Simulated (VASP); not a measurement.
Set up this calculation in VASP 6.6.1, as the native input.

| Property | Result |
| --- | --- |
| Task | single point |
| Functional | PBE |
| Potentials or basis | VASP PAW PBE potentials, release 64 (Si) |
| Cutoff | 520 eV |
| k mesh | 10 × 10 × 10 |
| Occupations | fermi-dirac, width 0.05 eV |
| Spin | no spin polarisation |
| Dipole correction | no |
| Further INCAR settings | ALGO = Normal; EDIFF = 1e-06; NBANDS = 8 |

The structure of Si lies in POSCAR:

```
Si
1.0
    2.4978881022      0.0000000000      0.0000000000
    0.0000000000      2.4978881022      0.0000000000
    0.0000000000      0.0000000000      2.4978881022
Si
1
Direct
    0.5000000000      0.5000000000      0.5000000000
```

One way to write it, as run:

INCAR

```
PREC     = Accurate       # precision mode
ENCUT    = 520            # plane-wave cutoff, eV
EDIFF    = 1E-6           # SCF threshold, eV
ISMEAR   = -1             # smearing method
SIGMA    = 0.05           # smearing width, eV
LREAL    = False          # projectors in reciprocal space
LASPH    = True           # aspherical terms in the spheres
NELM     = 60             # most SCF steps
ALGO     = Normal         # electronic algorithm
ISIF     = 2              # what is computed and relaxed
LWAVE    = False          # write WAVECAR
LCHARG   = False          # write CHGCAR
GGA      = PE             # functional
NBANDS   = 8              # bands
```

KPOINTS

```
Automatic mesh
0
Gamma
  10 10 10
```

Potentials or basis: VASP PAW PBE potentials, release 64 (Si).

Command:

```console
$ cat potpaw_PBE.64/Si/POTCAR > POTCAR
$ mpirun -np 1 vasp_std > vasp.out
```

It gave:

```json
{
  "Pressure": "4.9 GPa",
  "Band gap on the k mesh": "zero (band 2 reaches 16.20 eV, above the bottom of band 3 at 5.76 eV)"
}
```

Run time: 5.3 s on 1 thread of Intel(R) Xeon(R) Platinum 8488C (Sapphire Rapids), on a shared host, peak memory 0.12 GiB.
